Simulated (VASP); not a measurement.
# K3Mg4F12 (a cell with a defect) in VASP: a series of runs

Runs on K3Mg4F12 (a cell with a defect). Level: PBEsol. Tasks: single point.

Everything below comes from runs of VASP 6.6.1. Logs are shortened: lines on timing, memory, paths and dates and some standing lists are left out, and cuts for length are marked.

### Step 1. The cell of the first run

The cell holds a defect, 19 atoms: a = 6.912 Å, b = 6.912 Å, c = 6.912 Å, α = 109.47°, β = 109.47°, γ = 109.47°.

### Step 2. Single point, PBEsol (atoms taken out, then relaxed in part)

Contents of INCAR:

```
SYSTEM = K3Mg4F12
PREC = Accurate
ENCUT = 520
EDIFF = 1E-6
ISMEAR = 0
SIGMA = 0.05
LREAL = Auto
LASPH = .TRUE.
NELM = 80
ALGO = Normal
ISIF = 2
LWAVE = .FALSE.
LCHARG = .FALSE.
GGA = PS
NBANDS = 74
NELECT = 120.0
```

Contents of KPOINTS:

```
Automatic mesh
0
G
  4 4 4
  0 0 0
```

Contents of POSCAR:

```
K3Mg4F12
1.0
   -3.9908822801      3.9908822801      3.9908822801
    3.9908822801     -3.9908822801      3.9908822801
    3.9908822801      3.9908822801     -3.9908822801
K Mg F
3 4 12
Direct
    0.0000000000      0.0000000000      0.5000000000
    0.0000000000      0.5000000000      0.0000000000
    0.5000000000      0.0000000000      0.0000000000
    0.5000000000      0.5000000000      0.0000000000
    0.0000000000      0.0000000000      0.0000000000
    0.0000000000      0.5000000000      0.5000000000
    0.5000000000      0.0000000000      0.5000000000
    0.5000000000      0.7555663828      0.2444336172
   -0.0111327655      0.2444336172      0.2444336172
    0.0111327655      0.7555663828      0.7555663828
    0.5000000000      0.2444336172      0.7555663828
    0.7555663828      0.5000000000      0.2444336172
    0.2444336172     -0.0111327655      0.2444336172
    0.2444336172      0.5000000000      0.7555663828
    0.7555663828      0.0111327655      0.7555663828
    0.2444336172      0.7555663828      0.5000000000
    0.7555663828      0.2444336172      0.5000000000
    0.7555663828      0.7555663828      0.0111327655
    0.2444336172      0.2444336172     -0.0111327655
```

Potentials or basis: VASP PAW PBE potentials, release 64 (K_sv, Mg, F).

Started as:

```bash
cat potpaw_PBE.64/K_sv/POTCAR potpaw_PBE.64/Mg/POTCAR potpaw_PBE.64/F/POTCAR > POTCAR
mpirun -np 1 vasp_std > vasp.out
```

OUTCAR:

```text
SYSTEM = K3Mg4F12
   PREC = Accurate
   ENCUT = 520
   EDIFF = 1E-6
   ISMEAR = 0
   LREAL = Auto
   LASPH = .TRUE.
   NELM = 80
   ISIF = 2
   GGA = PS
   NELECT = 120.0

 ion  position               nearest neighbor table
   1  0.000  0.000  0.500-  16 2.76  17 2.76  18 2.76  19 2.76   9 2.82  10 2.82  13 2.82  15 2.82
                            14 2.82  11 2.82  12 2.82   8 2.82   4 3.46   5 3.46   5 3.46   6 3.46
   2  0.000  0.500  0.000-  12 2.76  14 2.76  13 2.76  15 2.76   9 2.82  10 2.82  18 2.82  19 2.82
                             8 2.82  16 2.82  17 2.82  11 2.82   4 3.46   5 3.46   6 3.46   6 3.46
   3  0.500  0.000  0.000-   8 2.76  11 2.76  10 2.76   9 2.76  13 2.82  15 2.82  18 2.82  19 2.82
                            12 2.82  17 2.82  16 2.82  14 2.82   4 3.46   5 3.46   7 3.46   6 3.46
   4  0.500  0.500  0.000-   8 2.00  11 2.00  12 2.00  14 2.00  18 2.00  19 2.00   1 3.46   2 3.46
                             3 3.46   3 3.46   2 3.46   1 3.46
   5  0.000  0.000  0.000-   9 2.00  10 2.00  13 2.00  15 2.00  18 2.00  19 2.00   1 3.46   2 3.46
                             3 3.46   1 3.46   2 3.46   3 3.46
   6  0.000  0.500  0.500-  16 2.00  17 2.00  12 2.00  14 2.00   9 2.00  10 2.00   1 3.46   2 3.46
                             3 3.46   2 3.46   1 3.46   3 3.46
   7  0.500  0.000  0.500-  16 2.00  17 2.00   8 2.00  11 2.00  13 2.00  15 2.00   1 3.46   2 3.46
                             3 3.46   3 3.46   1 3.46   2 3.46
   8  0.500  0.756  0.244-   4 2.00   7 2.00   3 2.76   1 2.82   2 2.82
   9  0.989  0.244  0.244-   5 2.00   6 2.00   3 2.76   2 2.82   1 2.82
  10  0.011  0.756  0.756-   5 2.00   6 2.00   3 2.76   2 2.82   1 2.82
  11  0.500  0.244  0.756-   4 2.00   7 2.00   3 2.76   2 2.82   1 2.82
  12  0.756  0.500  0.244-   4 2.00   6 2.00   2 2.76   1 2.82   3 2.82
  13  0.244  0.989  0.244-   5 2.00   7 2.00   2 2.76   1 2.82   3 2.82
  14  0.244  0.500  0.756-   4 2.00   6 2.00   2 2.76   3 2.82   1 2.82
  15  0.756  0.011  0.756-   5 2.00   7 2.00   2 2.76   1 2.82   3 2.82
  16  0.244  0.756  0.500-   6 2.00   7 2.00   1 2.76   3 2.82   2 2.82
  17  0.756  0.244  0.500-   6 2.00   7 2.00   1 2.76   2 2.82   3 2.82
  18  0.756  0.756  0.011-   5 2.00   4 2.00   1 2.76   2 2.82   3 2.82
  19  0.244  0.244  0.989-   5 2.00   4 2.00   1 2.76   2 2.82   3 2.82

  LATTYP: Found a body centered cubic cell.
 ALAT       =     7.9817645602

  Lattice vectors:

 A1 = (  -3.9908822801,   3.9908822801,   3.9908822801)
 A2 = (   3.9908822801,  -3.9908822801,   3.9908822801)
 A3 = (   3.9908822801,   3.9908822801,  -3.9908822801)

Analysis of symmetry for initial positions (statically):
=====================================================================
 Subroutine PRICEL returns:
 Original cell was already a primitive cell.

 Routine SETGRP: Setting up the symmetry group for a
 body centered cubic supercell.

 Subroutine GETGRP returns: Found 48 space group operations
 (whereof 12 operations were pure point group operations)
 out of a pool of 48 trial point group operations.

The static configuration has the point symmetry D_3d.
 The point group associated with its full space group is O_h .

Analysis of symmetry for dynamics (positions and initial velocities):
=====================================================================
 Subroutine PRICEL returns:
 Original cell was already a primitive cell.

 Routine SETGRP: Setting up the symmetry group for a
 body centered cubic supercell.

 Subroutine GETGRP returns: Found 48 space group operations
 (whereof 12 operations were pure point group operations)
 out of a pool of 48 trial point group operations.

The dynamic configuration has the point symmetry D_3d.
 The point group associated with its full space group is O_h .

 Subroutine INISYM returns: Found 48 space group operations
 (whereof 12 operations are pure point group operations),
 and found     1 'primitive' translations

----------------------------------------------------------------------------------------

                                     Primitive cell

  volume of cell :     254.2534

  direct lattice vectors                    reciprocal lattice vectors
    -3.990882280  3.990882280  3.990882280     0.000000000  0.125285580  0.125285580
     3.990882280 -3.990882280  3.990882280     0.125285580  0.000000000  0.125285580
     3.990882280  3.990882280 -3.990882280     0.125285580  0.125285580  0.000000000

  length of vectors
     6.912410876  6.912410876  6.912410876     0.177180566  0.177180566  0.177180566

  position of ions in fractional coordinates (direct lattice)
     0.000000000  0.000000000  0.500000000
     0.000000000  0.500000000  0.000000000
     0.500000000  0.000000000  0.000000000
     0.500000000  0.500000000  0.000000000
     0.000000000  0.000000000  0.000000000
[... 49 lines left out ...]
     0.031321395  0.000000000  0.031321395     0.000000000  0.250000000  0.000000000
     0.031321395  0.031321395  0.000000000     0.000000000  0.000000000  0.250000000

  Length of vectors
     0.044295141  0.044295141  0.044295141

  Shift w.r.t. Gamma in fractional coordinates (k-lattice)
     0.000000000  0.000000000  0.000000000

 Subroutine IBZKPT returns following result:
 ===========================================

 Found      8 irreducible k-points:

 Following reciprocal coordinates:
            Coordinates               Weight
  0.000000  0.000000  0.000000      1.000000
  0.250000  0.000000  0.000000     12.000000
  0.500000  0.000000  0.000000      6.000000
  0.250000  0.250000  0.000000     24.000000
  0.250000  0.250000  0.250000      2.000000
 -0.250000  0.250000  0.250000      6.000000
  0.500000  0.500000  0.250000     12.000000
  0.500000  0.500000  0.500000      1.000000
   k-points           NKPTS =      8   k-points in BZ     NKDIM =      8   number of bands    NBANDS=     74
   number of dos      NEDOS =    301   number of ions     NIONS =     19
   total plane-waves  NPLWV = 157464
   dimension x,y,z NGX =    54 NGY =   54 NGZ =   54
   dimension x,y,z NGXF=   108 NGYF=  108 NGZF=  108
   ions per type =               3   4  12
   NGX,Y,Z   is equivalent  to a cutoff of  12.99, 12.99, 12.99 a.u.
   NGXF,Y,Z  is equivalent  to a cutoff of  25.97, 25.97, 25.97 a.u.
 SYSTEM =  K3Mg4F12
   PREC   = accura    normal or accurate (medium, high low for compatibility)
   ISTART =      0    job   : 0-new  1-cont  2-samecut
   ICHARG =      2    charge: 1-file 2-atom 10-const
   ISPIN  =      1    spin polarized calculation?
   LNONCOLLINEAR =      F non collinear calculations
   LSORBIT =      F    spin-orbit coupling
   LASPH  =      T    aspherical Exc in radial PAW
   ENCUT  =  520.0 eV  38.22 Ry    6.18 a.u.  12.85 12.85 12.85*2*pi/ulx,y,z
   NELM   =     80;   NELMIN=  2; NELMDL= -5     # of ELM steps
   EDIFF  = 0.1E-05   stopping-criterion for ELM
   LREAL  =      T    real-space projection
   EDIFFG = 0.1E-04   stopping-criterion for IOM
   NSW    =      0    number of steps for IOM
   IBRION =     -1    ionic relax: 0-MD 1-quasi-New 2-CG
   NFREE  =      0    steps in history (QN), initial steepest desc. (CG)
   ISIF   =      2    stress and relaxation
   ISYM   =      2    0-nonsym 1-usesym 2-fastsym
   POTIM  = 0.5000    time-step for ionic-motion
   TEBEG  =    0.0;   TEEND  =   0.0 temperature during run
   PSTRESS=    0.0 pullay stress
   NELECT =     120.0000    total number of electrons
   NUPDOWN=      -1.0000    fix difference up-down
   EMIN   =  10.00;   EMAX   =-10.00  energy-range for DOS
   EFERMI =   0.00;   METHOD = LEGACY
   ISMEAR =     0;   SIGMA  =   0.05  broadening in eV -4-tet -1-fermi 0-gaus
   EFERMI_NEDOS =   21; number of points for ismear=-14 and -15
   IALGO  =     38    algorithm
   IMIX   =      4    mixing-type and parameters
     AMIX     =   0.40;   BMIX     =  1.00
     AMIX_MAG =   1.60;   BMIX_MAG =  1.00
  volume/ion in A,a.u.               =      13.38        90.30
  Fermi-wavevector in a.u.,A,eV,Ry     =   1.274617  2.408677 22.104681  1.624648
  Thomas-Fermi vector in A             =   2.407375
   LORBIT       =      0    0 simple, 1 ext, 2 COOP (PROOUT), +10 PAW based schemes
   GGA     = PS    functional components
   LHFCALC =     F    Hartree Fock is set to
   AEXX    =    0.0000 exact exchange contribution
   IVDW    =     0    specifies the selected vdW correction
   LEPSILON=     F    determine dielectric tensor
   LRPA    =     F    only Hartree local field effects (RPA)
 non-spin polarized calculation
 Gauss-broadening in eV      SIGMA  =   0.05
  energy-cutoff  :      520.00
  volume of cell :      254.25
 maximum number of plane-waves:      6866
 NGX is ok and might be reduce to    54
   NGX = 25   NGY = 25   NGZ = 25

 number of electron     120.0000056 magnetization

 Free energy of the ion-electron system (eV)
  ---------------------------------------------------
  ext. energy  EPLUGINS =         0.00000000
  ---------------------------------------------------
  free energy    TOTEN  =       -95.64417773 eV

  energy without entropy =      -95.64417773  energy(sigma->0) =      -95.64417773

 E-fermi :  -1.8830     XC(G=0):  -9.4492

 val. band max:       -2.1846236787   @ k =   0.0000   0.0000   0.0000
 cond. band min:       4.7914002779   @ k =   0.0000   0.0000   0.0000
 fundamental gap:      6.9760239566
 Fermi energy:        -1.8829613735

 k-point     1 :       0.0000    0.0000    0.0000
  band No.  band energies     occupation
      1     -27.9359      2.00000
      2     -27.8966      2.00000
      3     -27.8966      2.00000
      4     -22.2314      2.00000
      5     -21.8072      2.00000
      6     -21.8072      2.00000
[... 589 lines left out ...]
     71       9.5498      0.00000
     72       9.5498      0.00000
 [bands above 72 left out]

------------------------ aborting loop because EDIFF is reached ----------------------------------------

  FORCE on cell =-STRESS in cart. coord.  units (eV):
  Direction    XX          YY          ZZ          XY          YZ          ZX
  --------------------------------------------------------------------------------------
  -------------------------------------------------------------------------------------
  Total        3.4714183      3.4714183      3.4714183      0.0000000     -0.0000000     -0.0000000
  in kB       21.8751376     21.8751376     21.8751376      0.0000000     -0.0000000     -0.0000000
  external PRESSURE =      21.8751376 kB  Pullay stress =       0.0000000 kB

 VOLUME and BASIS-vectors are now :
 -----------------------------------------------------------------------------
  energy-cutoff  :      520.00
  volume of cell :      254.25
      direct lattice vectors                 reciprocal lattice vectors
    -3.990882280  3.990882280  3.990882280     0.000000000  0.125285580  0.125285580
     3.990882280 -3.990882280  3.990882280     0.125285580  0.000000000  0.125285580
     3.990882280  3.990882280 -3.990882280     0.125285580  0.125285580  0.000000000

 POSITION                                       TOTAL-FORCE (eV/Angst)
 -----------------------------------------------------------------------------------
      1.99544      1.99544     -1.99544        -0.000000     -0.000000      0.000000
      1.99544     -1.99544      1.99544        -0.000000     -0.000000      0.000000
     -1.99544      1.99544      1.99544        -0.000000     -0.000000      0.000000
      0.00000      0.00000      3.99088        -0.000000     -0.000000      0.000000
      0.00000      0.00000      0.00000        -0.000000     -0.000000      0.000000
      3.99088      0.00000      0.00000        -0.000000     -0.000000      0.000000
[... 11 lines left out ...]
      0.04443      0.04443      5.98632        -0.006090     -0.006090     -0.000000
      3.94645      3.94645     -1.99544         0.006090      0.006090      0.000000
 -----------------------------------------------------------------------------------
    total drift:                               -0.000000     -0.000000      0.000000

  FREE ENERGIE OF THE ION-ELECTRON SYSTEM (eV)
  ---------------------------------------------------
  free  energy   TOTEN  =       -95.6441777270 eV

  energy  without entropy=      -95.6441777270  energy(sigma->0) =      -95.64417773
```

Wall time 9.2 min (1 thread of Intel Xeon 8259CL, shared host); peak memory 0.43 GiB.

Results:

| Item | Value |
| --- | --- |
| Free energy | -95.6442 eV |
| Largest force | 0.009 eV/Å |

Forces in eV/Å, atoms in the order of the input:
```
K    0.000  0.000  0.000
K    0.000  0.000  0.000
K    0.000  0.000  0.000
Mg   0.000  0.000  0.000
Mg   0.000  0.000  0.000
Mg   0.000  0.000  0.000
Mg   0.000  0.000  0.000
F    0.000  0.006 -0.006
F    0.000  0.006  0.006
F    0.000 -0.006 -0.006
F    0.000 -0.006  0.006
F    0.006  0.000 -0.006
F    0.006  0.000  0.006
F   -0.006  0.000  0.006
F   -0.006  0.000 -0.006
F   -0.006  0.006  0.000
F    0.006 -0.006  0.000
F   -0.006 -0.006  0.000
F    0.006  0.006  0.000
```

Caveat: the cell carries a net charge on a neutralising background, which shifts energy and pressure; the cell differs from its parent crystal (atoms taken out, then relaxed in part); the cell is charged against a uniform background, so pressure and absolute levels hang on convention; the PAW data sets were made with another functional, which shifts forces and pressure a little.

### Step 3. Single point, PBEsol

Contents of INCAR:

```
SYSTEM = K3Mg4F12
ALGO = Normal ; EDIFF = 1E-6
ENCUT = 520 ; GGA = PS
ISIF = 2 ; ISMEAR = 0
LASPH = .True. ; LCHARG = .False.
LREAL = Auto ; LWAVE = .False.
NBANDS = 74 ; NELECT = 120.0
NELM = 100 ; PREC = Accurate
SIGMA = 0.05
```

Contents of KPOINTS:

```
k-points
0
Gamma
  4 4 4
  0 0 0
```

Contents of POSCAR:

```
K3Mg4F12
1.0
   -3.9908822801      3.9908822801      3.9908822801
    3.9908822801     -3.9908822801      3.9908822801
    3.9908822801      3.9908822801     -3.9908822801
K Mg F
3 4 12
Direct
    0.0000000000      0.0000000000      0.4999999649
    0.0000000000      0.4999999649      0.0000000000
    0.4999999649      0.0000000000      0.0000000000
    0.4999999649      0.4999999649      0.0000000000
    0.0000000000      0.0000000000      0.0000000000
    0.0000000000      0.4999999649      0.4999999649
    0.4999999649      0.0000000000      0.4999999649
    0.4999999649      0.7555663857      0.2444335441
   -0.0111328766      0.2444335441      0.2444335441
    0.0111328766      0.7555663857      0.7555663857
    0.4999999649      0.2444335441      0.7555663857
    0.7555663857      0.4999999649      0.2444335441
    0.2444335441     -0.0111328766      0.2444335441
    0.2444335441      0.4999999649      0.7555663857
    0.7555663857      0.0111328766      0.7555663857
    0.2444335441      0.7555663857      0.4999999649
    0.7555663857      0.2444335441      0.4999999649
    0.7555663857      0.7555663857      0.0111328766
    0.2444335441      0.2444335441     -0.0111328766
```

Potentials or basis: VASP PAW PBE potentials, release 64 (K_sv, Mg, F).

Started as:

```bash
cat potpaw_PBE.64/K_sv/POTCAR potpaw_PBE.64/Mg/POTCAR potpaw_PBE.64/F/POTCAR > POTCAR
mpirun -np 1 vasp_std > vasp.out
```

Run time: 9.7 min. Hardware: 1 thread of Intel Xeon 8259CL, shared host; peak memory 0.42 GiB.

It converged, with:

* Free energy: -95.6442 eV
* Largest force: 0.009 eV/Å

Forces in eV/Å, atoms in the order of the input:
```
K    0.000  0.000  0.000
K    0.000  0.000  0.000
K    0.000  0.000  0.000
Mg   0.000  0.000  0.000
Mg   0.000  0.000  0.000
Mg   0.000  0.000  0.000
Mg   0.000  0.000  0.000
F    0.000  0.006 -0.006
F    0.000  0.006  0.006
F    0.000 -0.006 -0.006
F    0.000 -0.006  0.006
F    0.006  0.000 -0.006
F    0.006  0.000  0.006
F   -0.006  0.000  0.006
F   -0.006  0.000 -0.006
F   -0.006  0.006  0.000
F    0.006 -0.006  0.000
F   -0.006 -0.006  0.000
F    0.006  0.006  0.000
```

Levels at points of the mesh, in eV from the Fermi level:
| k point | band 56 | band 57 | band 58 | band 59 | band 60 | band 61 | band 62 | band 63 | band 64 | band 65 |
| --- | --- | --- | --- | --- | --- | --- | --- | --- | --- | --- |
| (0.00, 0.00, 0.00) | -0.66 | -0.66 | -0.37 | -0.30 | -0.30 | 6.67 | 9.97 | 9.97 | 10.64 | 10.64 |
| (0.50, 0.00, 0.00) | -0.65 | -0.63 | -0.61 | -0.51 | -0.50 | 8.36 | 8.51 | 10.05 | 10.33 | 10.43 |
| (0.50, 0.50, 0.50) | -0.78 | -0.78 | -0.30 | -0.30 | -0.30 | 9.02 | 9.78 | 9.78 | 9.78 | 9.82 |

Caveat: the cell carries a net charge on a neutralising background, which shifts energy and pressure; the cell is charged against a uniform background, so pressure and absolute levels hang on convention; the PAW data sets were made with another functional, which shifts forces and pressure a little.

### Step 4. Single point, PBEsol

Contents of INCAR:

```
SYSTEM = K3Mg4F12
PREC = Accurate
ENCUT = 520
EDIFF = 1E-6
ISMEAR = 0
SIGMA = 0.05
LREAL = Auto
LASPH = .TRUE.
NELM = 60
ALGO = Normal
ISIF = 2
LWAVE = .FALSE.
LCHARG = .TRUE.
GGA = PS
LELF = .TRUE.
LVHAR = .TRUE.
NELECT = 120.0
NBANDS = 74
```

Contents of KPOINTS:

```
Automatic mesh
0
G
  4 4 4
  0 0 0
```

Contents of POSCAR:

```
K3Mg4F12
1.0
   -3.9908822801      3.9908822801      3.9908822801
    3.9908822801     -3.9908822801      3.9908822801
    3.9908822801      3.9908822801     -3.9908822801
K Mg F
3 4 12
Direct
   -0.4999999649     -0.4999999649      0.4999999649
    0.0000000000      0.4999999649      0.0000000000
    0.4999999649      0.0000000000      0.0000000000
    0.4999999649      0.4999999649      0.0000000000
    0.0000000000      0.0000000000      0.0000000000
    0.0000000000      0.4999999649      0.4999999649
    0.4999999649      0.0000000000      0.4999999649
    0.4888672136      0.7444336343      0.2444335441
    0.0000000000      0.2555664208      0.2444335441
    0.0000000000      0.7444335091      0.7555663857
    0.5111328415      0.2555664208      0.7555663857
    0.7444336343      0.4888672136      0.2444335441
    0.2555664208      0.0000000000      0.2444335441
    0.2555664208      0.5111328415      0.7555663857
    0.7444335091      0.0000000000      0.7555663857
    0.2555664208      0.7444336343      0.5000000902
    0.7444336343      0.2555664208      0.5000000902
    0.7444335091      0.7444335091     -0.0111328766
    0.2555664208      0.2555664208      0.0111328766
```

Started as:

```bash
cat potpaw_PBE.64/K_sv/POTCAR potpaw_PBE.64/Mg/POTCAR potpaw_PBE.64/F/POTCAR > POTCAR
mpirun -np 1 vasp_std > vasp.out
```

It took 10 min on 1 thread of Intel Xeon 8259CL, shared host; peak memory 0.43 GiB.

Results (log left out):

* Free energy: -95.6442 eV
* Largest force: 0.009 eV/Å

Forces in eV/Å, atoms in the order of the input:
```
K    0.000  0.000  0.000
K    0.000  0.000  0.000
K    0.000  0.000  0.000
Mg   0.000  0.000  0.000
Mg   0.000  0.000  0.000
Mg   0.000  0.000  0.000
Mg   0.000  0.000  0.000
F    0.000  0.006  0.006
F    0.000  0.006 -0.006
F    0.000 -0.006  0.006
F    0.000 -0.006 -0.006
F    0.006  0.000  0.006
F    0.006  0.000 -0.006
F   -0.006  0.000 -0.006
F   -0.006  0.000  0.006
F    0.006 -0.006  0.000
F   -0.006  0.006  0.000
F    0.006  0.006  0.000
F   -0.006 -0.006  0.000
```

Levels at points of the mesh, in eV from the Fermi level:
```csv
k point,band 58,band 59,band 60,band 61,band 62,band 63
"(0.00, 0.00, 0.00)",-0.38,-0.31,-0.31,6.67,9.96,9.96
"(0.50, 0.00, 0.00)",-0.62,-0.52,-0.51,8.35,8.50,10.04
"(0.50, 0.50, 0.50)",-0.31,-0.31,-0.31,9.01,9.77,9.77
```

Caveat: the cell carries a net charge on a neutralising background, which shifts energy and pressure; the cell is charged against a uniform background, so pressure and absolute levels hang on convention; the PAW data sets were made with another functional, which shifts forces and pressure a little.
